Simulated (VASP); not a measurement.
# BaTiO3 (P4mm) in VASP: notebook

BaTiO3 is run at these levels: PBE+D3(BJ), PBE+D3(BJ)+U; tasks: single point.

All numbers are computed with VASP 6.6.1; they aren't measurements. Logs are shortened: lines on timing, memory, paths and dates and some standing lists are left out, and cuts for length are marked.

## Step 1: The cell of the first run

The structure is tetragonal, space group P4mm (No. 99). The conventional cell has a = 4.000 Å, b = 4.000 Å, c = 4.018 Å, α = 90.00°, β = 90.00°, γ = 90.00°. Within 3.7 Å of Ba (site symmetry 4mm) lie 12 O at 2.79 to 2.88 Å and 8 Ti at 3.45 to 3.49 Å. Within 2.5 Å of Ti (site symmetry 4mm) lie 6 O at 1.89 to 2.13 Å. Within 2.5 Å of O (site symmetry 4mm) lie 2 Ti at 1.89 to 2.13 Å. Within 2.9 Å of O (site symmetry 2mm) lie 2 Ti at 2.00 Å and 4 Ba at 2.79 to 2.88 Å and 8 O at 2.83 to 2.84 Å.

## Step 2: Single point, PBE+D3(BJ)

The input, INCAR:

```
SYSTEM = BaTiO3
ALGO = Normal
EDIFF = 1E-7
ENCUT = 520
GGA = PE
ISIF = 2
ISMEAR = 0
IVDW = 12
LASPH = .True.
LCHARG = .True.
LELF = .True.
LREAL = .False.
LVHAR = .True.
LWAVE = .False.
NBANDS = 28
NELM = 80
PREC = Accurate
SIGMA = 0.01
```

The input, KPOINTS:

```
k-points
0
Gamma
  6 6 6
  0 0 0
```

The input, POSCAR:

```
BaTiO3
1.0
    3.9998000000      0.0000000000      0.0000000000
    0.0000000000      3.9998000000      0.0000000000
    0.0000000000      0.0000000000      4.0180000000
Ba Ti O
1 1 3
Direct
    0.0000000000      0.0000000000      0.0000000000
    0.5000000000      0.5000000000      0.4900000000
    0.5000000000      0.5000000000      0.0190000000
    0.5000000000      0.0000000000      0.5170000000
    0.0000000000      0.5000000000      0.5170000000
```

Potentials or basis: VASP PAW PBE potentials, release 64 (Ba_sv, Ti_sv, O).

Started as:

```sh
cat potpaw_PBE.64/Ba_sv/POTCAR potpaw_PBE.64/Ti_sv/POTCAR potpaw_PBE.64/O/POTCAR > POTCAR
mpirun -np 1 vasp_std > vasp.out
```

OUTCAR:

```text
SYSTEM = BaTiO3
   EDIFF = 1E-7
   ENCUT = 520
   GGA = PE
   ISIF = 2
   ISMEAR = 0
   IVDW = 12
   LASPH = .True.
   LREAL = .False.
   NELM = 80
   PREC = Accurate
 IVDW          = 12

 ion  position               nearest neighbor table
   1  0.000  0.000  0.000-   4 2.79   5 2.79   5 2.79   4 2.79   3 2.83   3 2.83   3 2.83   3 2.83
                             4 2.88   5 2.88   5 2.88   4 2.88   2 3.45   2 3.45   2 3.45   2 3.45
   2  0.500  0.500  0.490-   3 1.89   4 2.00   5 2.00   4 2.00   5 2.00   3 2.13   1 3.45   1 3.45
                             1 3.45   1 3.45   1 3.49   1 3.49   1 3.49   1 3.49
   3  0.500  0.500  0.019-   2 1.89   2 2.13   1 2.83   1 2.83   1 2.83   1 2.83
   4  0.500  0.000  0.517-   2 2.00   2 2.00   1 2.79   1 2.79   1 2.88   1 2.88
   5  0.000  0.500  0.517-   2 2.00   2 2.00   1 2.79   1 2.79   1 2.88   1 2.88

  LATTYP: Found a simple tetragonal cell.
 ALAT       =     3.9998000000
 C/A-ratio  =     1.0045502275

  Lattice vectors:

 A1 = (   3.9998000000,   0.0000000000,   0.0000000000)
 A2 = (   0.0000000000,   3.9998000000,   0.0000000000)
 A3 = (   0.0000000000,   0.0000000000,   4.0180000000)

Analysis of symmetry for initial positions (statically):
=====================================================================
 Subroutine PRICEL returns:
 Original cell was already a primitive cell.

 Routine SETGRP: Setting up the symmetry group for a
 simple tetragonal supercell.

 Subroutine GETGRP returns: Found  8 space group operations
 (whereof  8 operations were pure point group operations)
 out of a pool of 16 trial point group operations.

The static configuration has the point symmetry C_4v.

Analysis of symmetry for dynamics (positions and initial velocities):
=====================================================================
 Subroutine PRICEL returns:
 Original cell was already a primitive cell.

 Routine SETGRP: Setting up the symmetry group for a
 simple tetragonal supercell.

 Subroutine GETGRP returns: Found  8 space group operations
 (whereof  8 operations were pure point group operations)
 out of a pool of 16 trial point group operations.

The dynamic configuration has the point symmetry C_4v.

 Subroutine INISYM returns: Found  8 space group operations
 (whereof  8 operations are pure point group operations),
 and found     1 'primitive' translations

----------------------------------------------------------------------------------------

                                     Primitive cell

  volume of cell :      64.2816

  direct lattice vectors                    reciprocal lattice vectors
     3.999800000  0.000000000  0.000000000     0.250012501  0.000000000  0.000000000
     0.000000000  3.999800000  0.000000000     0.000000000  0.250012501  0.000000000
     0.000000000  0.000000000  4.018000000     0.000000000  0.000000000  0.248880040

  length of vectors
     3.999800000  3.999800000  4.018000000     0.250012501  0.250012501  0.248880040

  position of ions in fractional coordinates (direct lattice)
     0.000000000  0.000000000  0.000000000
     0.500000000  0.500000000  0.490000000
     0.500000000  0.500000000  0.019000000
     0.500000000  0.000000000  0.517000000
     0.000000000  0.500000000  0.517000000

  ion indices of the primitive-cell ions
   primitive index   ion index
                 1           1
                 2           2
                 3           3
                 4           4
                 5           5

----------------------------------------------------------------------------------------

 KPOINTS: k-points

Automatic generation of k-mesh.
 Grid dimensions read from file:
 generate k-points for:    6    6    6

 Generating k-lattice:

  Cartesian coordinates                     Fractional coordinates (reciprocal lattice)
     0.041668750  0.000000000  0.000000000     0.166666667  0.000000000  0.000000000
     0.000000000  0.041668750  0.000000000     0.000000000  0.166666667  0.000000000
     0.000000000  0.000000000  0.041480007     0.000000000  0.000000000  0.166666667

  Length of vectors
     0.041668750  0.041668750  0.041480007

  Shift w.r.t. Gamma in fractional coordinates (k-lattice)
     0.000000000  0.000000000  0.000000000

 Subroutine IBZKPT returns following result:
 ===========================================

 Found     40 irreducible k-points:

 Following reciprocal coordinates:
            Coordinates               Weight
  0.000000  0.000000  0.000000      1.000000
  0.166667  0.000000  0.000000      4.000000
  0.333333  0.000000  0.000000      4.000000
  0.500000  0.000000  0.000000      2.000000
  0.166667  0.166667  0.000000      4.000000
  0.333333  0.166667  0.000000      8.000000
[... 16 lines left out ...]
  0.333333  0.000000  0.333333      8.000000
  0.500000  0.000000  0.333333      4.000000
 [... further k-points ...]
   k-points           NKPTS =     40   k-points in BZ     NKDIM =     40   number of bands    NBANDS=     28
   number of dos      NEDOS =    301   number of ions     NIONS =      5
   total plane-waves  NPLWV =  27000
   dimension x,y,z NGX =    30 NGY =   30 NGZ =   30
   dimension x,y,z NGXF=    60 NGYF=   60 NGZF=   60
   ions per type =               1   1   3
   NGX,Y,Z   is equivalent  to a cutoff of  12.47, 12.47, 12.41 a.u.
   NGXF,Y,Z  is equivalent  to a cutoff of  24.94, 24.94, 24.83 a.u.
 SYSTEM =  BaTiO3
   PREC   = accura    normal or accurate (medium, high low for compatibility)
   ISTART =      0    job   : 0-new  1-cont  2-samecut
   ICHARG =      2    charge: 1-file 2-atom 10-const
   ISPIN  =      1    spin polarized calculation?
   LNONCOLLINEAR =      F non collinear calculations
   LSORBIT =      F    spin-orbit coupling
   LASPH  =      T    aspherical Exc in radial PAW
   ENCUT  =  520.0 eV  38.22 Ry    6.18 a.u.   7.44  7.44  7.47*2*pi/ulx,y,z
   NELM   =     80;   NELMIN=  2; NELMDL= -5     # of ELM steps
   EDIFF  = 0.1E-06   stopping-criterion for ELM
   LREAL  =      F    real-space projection
   EDIFFG = 0.1E-05   stopping-criterion for IOM
   NSW    =      0    number of steps for IOM
   IBRION =     -1    ionic relax: 0-MD 1-quasi-New 2-CG
   NFREE  =      0    steps in history (QN), initial steepest desc. (CG)
   ISIF   =      2    stress and relaxation
   ISYM   =      2    0-nonsym 1-usesym 2-fastsym
   POTIM  = 0.5000    time-step for ionic-motion
   TEBEG  =    0.0;   TEEND  =   0.0 temperature during run
   PSTRESS=    0.0 pullay stress
   NELECT =      40.0000    total number of electrons
   NUPDOWN=      -1.0000    fix difference up-down
   EMIN   =  10.00;   EMAX   =-10.00  energy-range for DOS
   EFERMI =   0.00;   METHOD = LEGACY
   ISMEAR =     0;   SIGMA  =   0.01  broadening in eV -4-tet -1-fermi 0-gaus
   EFERMI_NEDOS =   21; number of points for ismear=-14 and -15
   IALGO  =     38    algorithm
   IMIX   =      4    mixing-type and parameters
     AMIX     =   0.40;   BMIX     =  1.00
     AMIX_MAG =   1.60;   BMIX_MAG =  1.00
  volume/ion in A,a.u.               =      12.86        86.76
  Fermi-wavevector in a.u.,A,eV,Ry     =   1.397653  2.641181 26.578078  1.953434
  Thomas-Fermi vector in A             =   2.520888
   LORBIT       =      0    0 simple, 1 ext, 2 COOP (PROOUT), +10 PAW based schemes
   GGA     = PE    functional components
   LHFCALC =     F    Hartree Fock is set to
   AEXX    =    0.0000 exact exchange contribution
   IVDW    =    12    specifies the selected vdW correction
   LEPSILON=     F    determine dielectric tensor
   LRPA    =     F    only Hartree local field effects (RPA)
 non-spin polarized calculation
 Gauss-broadening in eV      SIGMA  =   0.01
  energy-cutoff  :      520.00
  volume of cell :       64.28
 maximum number of plane-waves:      1751
 NGX is ok and might be reduce to    30
   NGX = 15   NGY = 15   NGZ = 15

 number of electron      39.9999977 magnetization

 Free energy of the ion-electron system (eV)
  ---------------------------------------------------
  ext. energy  EPLUGINS =         0.00000000
  ---------------------------------------------------
  free energy    TOTEN  =       -39.98206468 eV

  energy without entropy =      -39.98206468  energy(sigma->0) =      -39.98206468

 E-fermi :   3.9373     XC(G=0): -11.2422

 val. band max:        3.8480268219   @ k =   0.5000   0.5000   0.5000
 cond. band min:       5.6183679778   @ k =   0.0000   0.0000   0.0000
 fundamental gap:      1.7703411559
 Fermi energy:         3.9372678974

 k-point     1 :       0.0000    0.0000    0.0000
  band No.  band energies     occupation
      1     -52.7549      2.00000
      2     -28.9958      2.00000
      3     -28.9660      2.00000
      4     -28.9660      2.00000
      5     -21.0129      2.00000
      6     -13.0750      2.00000
[... 20 lines left out ...]
     27       8.8947      0.00000
     28      11.1448      0.00000

 k-point     2 :       0.1667    0.0000    0.0000
  band No.  band energies     occupation
      1     -52.7547      2.00000
      2     -28.9954      2.00000
      3     -28.9792      2.00000
      4     -28.9655      2.00000
      5     -20.9836      2.00000
      6     -13.1005      2.00000
[... 20 lines left out ...]
     27       9.4028      0.00000
     28      11.7945      0.00000

 k-point     3 :       0.3333    0.0000    0.0000
  band No.  band energies     occupation
      1     -52.7542      2.00000
      2     -29.0055      2.00000
      3     -28.9943      2.00000
      4     -28.9645      2.00000
      5     -20.9238      2.00000
      6     -13.2274      2.00000
[... 20 lines left out ...]
     27      10.6254      0.00000
     28      12.0983      0.00000

 k-point     4 :       0.5000    0.0000    0.0000
  band No.  band energies     occupation
      1     -52.7539      2.00000
      2     -29.0186      2.00000
      3     -28.9938      2.00000
      4     -28.9640      2.00000
      5     -20.8932      2.00000
      6     -13.3108      2.00000
[... 578 lines left out ...]
     27      11.1315      0.00000
     28      12.4596      0.00000

 k-point    23 :       0.3333    0.0000    0.3333
  band No.  band energies     occupation
      1     -52.7535      2.00000
      2     -29.0314      2.00000
      3     -29.0033      2.00000
      4     -28.9631      2.00000
      5     -20.8610      2.00000
      6     -12.9355      2.00000
[... 20 lines left out ...]
     27      12.2124      0.00000
     28      12.4966      0.00000

 k-point    24 :       0.5000    0.0000    0.3333
  band No.  band energies     occupation
      1     -52.7532      2.00000
      2     -29.0306      2.00000
      3     -29.0161      2.00000
      4     -28.9626      2.00000
      5     -20.8386      2.00000
      6     -12.8915      2.00000
[... 20 lines left out ...]
     27      11.9731      0.00000
     28      13.2628      0.00000

 [... further k-points ...]

------------------------ aborting loop because EDIFF is reached ----------------------------------------

 Edisp (eV)   -1.32131

 E8    (eV) :    -0.6008

  FORCE on cell =-STRESS in cart. coord.  units (eV):
  Direction    XX          YY          ZZ          XY          YZ          ZX
  --------------------------------------------------------------------------------------
  -------------------------------------------------------------------------------------
  Total       0.21222     0.21222     0.59131     0.00000    -0.00000     0.00000
  in kB       5.28938     5.28938    14.73794     0.00000    -0.00000     0.00000
  external pressure =        8.44 kB  Pullay stress =        0.00 kB

 VOLUME and BASIS-vectors are now :
 -----------------------------------------------------------------------------
  energy-cutoff  :      520.00
  volume of cell :       64.28
      direct lattice vectors                 reciprocal lattice vectors
     3.999800000  0.000000000  0.000000000     0.250012501  0.000000000  0.000000000
     0.000000000  3.999800000  0.000000000     0.000000000  0.250012501  0.000000000
     0.000000000  0.000000000  4.018000000     0.000000000  0.000000000  0.248880040

 POSITION                                       TOTAL-FORCE (eV/Angst)
 -----------------------------------------------------------------------------------
      0.00000      0.00000      0.00000         0.000000     -0.000000      0.075263
      1.99990      1.99990      1.96882         0.000000      0.000000     -0.120184
      1.99990      1.99990      0.07634         0.000000     -0.000000      0.275604
      1.99990      0.00000      2.07731         0.000000     -0.000000     -0.115341
      0.00000      1.99990      2.07731        -0.000000     -0.000000     -0.115341
 -----------------------------------------------------------------------------------
    total drift:                                0.000000      0.000000      0.000144

  FREE ENERGIE OF THE ION-ELECTRON SYSTEM (eV)
  ---------------------------------------------------
  free  energy   TOTEN  =       -41.3033699886 eV

  energy  without entropy=      -41.3033699886  energy(sigma->0) =      -41.30336999
```

It took 51 s on 1 thread of Intel Xeon Platinum 8488C (Sapphire Rapids), shared host; peak memory 0.23 GiB.

Results:

| Quantity | Value |
| --- | --- |
| Free energy | -41.3034 eV |
| Pressure | 0.8 GPa |
| Largest force | 0.276 eV/Å |
| Band gap on the k mesh | 1.77 eV (least direct gap 2.06 eV) |
| Dispersion energy per atom | -0.264 eV |

Forces on the atoms (eV/Å):
```
Ba   0.000  0.000  0.075
Ti   0.000  0.000 -0.120
O    0.000  0.000  0.276
O    0.000  0.000 -0.115
O    0.000  0.000 -0.115
```

Levels at points of the mesh, in eV from the valence-band top:
| k point | band 18 | band 19 | band 20 | band 21 | band 22 | band 23 |
| --- | --- | --- | --- | --- | --- | --- |
| (0.00, 0.00, 0.00) | -0.31 | -0.29 | -0.29 | 1.77 | 1.99 | 1.99 |
| (0.50, 0.00, 0.00) | -1.73 | -0.94 | -0.84 | 2.12 | 3.48 | 3.52 |
| (0.50, 0.50, 0.00) | -0.97 | -0.97 | -0.09 | 3.53 | 3.53 | 3.92 |
| (0.00, 0.00, 0.50) | -1.94 | -0.71 | -0.71 | 1.93 | 3.55 | 3.55 |
| (0.50, 0.00, 0.50) | -0.90 | -0.89 | -0.17 | 3.51 | 3.56 | 3.91 |
| (0.50, 0.50, 0.50) | -0.08 | -0.08 | 0.00 | 4.15 | 4.15 | 4.16 |

Caveat: spin-orbit coupling is left out, which moves the levels of the heavy elements. As with any semilocal functional, this PBE gap is likely too small.

## Step 3: Single point, PBE+D3(BJ)+U

The input, INCAR:

```
SYSTEM = BaTiO3
  PREC = Accurate
  ENCUT = 520
  EDIFF = 1E-6
  ISMEAR = 0
  SIGMA = 0.01
  LREAL = .False.
  LASPH = .True.
  NELM = 150
  ALGO = Normal
  ISIF = 2
  LWAVE = .False.
  LCHARG = .False.
  LMAXMIX = 4
  LDAU = .True.
  LDAUTYPE = 2
  LDAUL = -1 2 -1
  LDAUU = 0 2 0
  LDAUJ = 0 0 0
  LDAUPRINT = 1
  GGA = PE
  IVDW = 12
  NBANDS = 28
```

The input, KPOINTS:

```
regular mesh
0
Gamma
  6 6 6
  0 0 0
```

POSCAR is that of step 2.

Potentials or basis: VASP PAW PBE potentials, release 64 (Ba_sv, Ti_sv, O).

Started as:

```sh
cat potpaw_PBE.64/Ba_sv/POTCAR potpaw_PBE.64/Ti_sv/POTCAR potpaw_PBE.64/O/POTCAR > POTCAR
mpirun -np 1 vasp_std > vasp.out
```

Run time: 47 s. Hardware: 1 thread of Intel Xeon Platinum 8488C (Sapphire Rapids), shared host; peak memory 0.23 GiB.

Results (log left out):

```
Free energy                : -39.9225 eV
Pressure                   : 2.5 GPa
Largest force              : 0.171 eV/Å
Band gap on the k mesh     : 2.00 eV (least direct gap 2.30 eV)
Dispersion energy per atom : -0.264 eV
```

Forces on the atoms (eV/Å):
```
Ba   0.000  0.000  0.072
Ti   0.000  0.000  0.171
O    0.000  0.000  0.005
O    0.000  0.000 -0.124
O    0.000  0.000 -0.124
```

Stress tensor (GPa, compression positive):
```
2.08 0.00 0.00
0.00 2.08 0.00
0.00 0.00 3.19
```

Levels at points of the mesh, in eV from the valence-band top:
```csv
k point,band 17,band 18,band 19,band 20,band 21,band 22,band 23,band 24
"(0.00, 0.00, 0.00)",-1.14,-0.32,-0.30,-0.30,2.00,2.18,2.18,3.98
"(0.50, 0.00, 0.00)",-1.79,-1.71,-0.96,-0.87,2.33,3.69,3.72,4.02
"(0.50, 0.50, 0.00)",-1.84,-0.98,-0.98,-0.09,3.73,3.73,4.14,4.67
"(0.00, 0.00, 0.50)",-1.90,-1.90,-0.74,-0.74,2.17,3.74,3.74,3.98
"(0.50, 0.00, 0.50)",-1.80,-0.91,-0.90,-0.17,3.72,3.76,4.12,4.79
"(0.50, 0.50, 0.50)",-2.38,-0.08,-0.08,0.00,4.36,4.36,4.37,6.50
```

Eigenvalues of the final occupation matrices:
```csv
site,spin,trace,eigenvalues
site 2 d,1,0.84,0.11 0.12 0.12 0.24 0.25
site 2 d,2,0.84,0.11 0.12 0.12 0.24 0.25
```

Caveat: spin-orbit coupling is left out, which moves the levels of the heavy elements. A k mesh can miss the band edges.
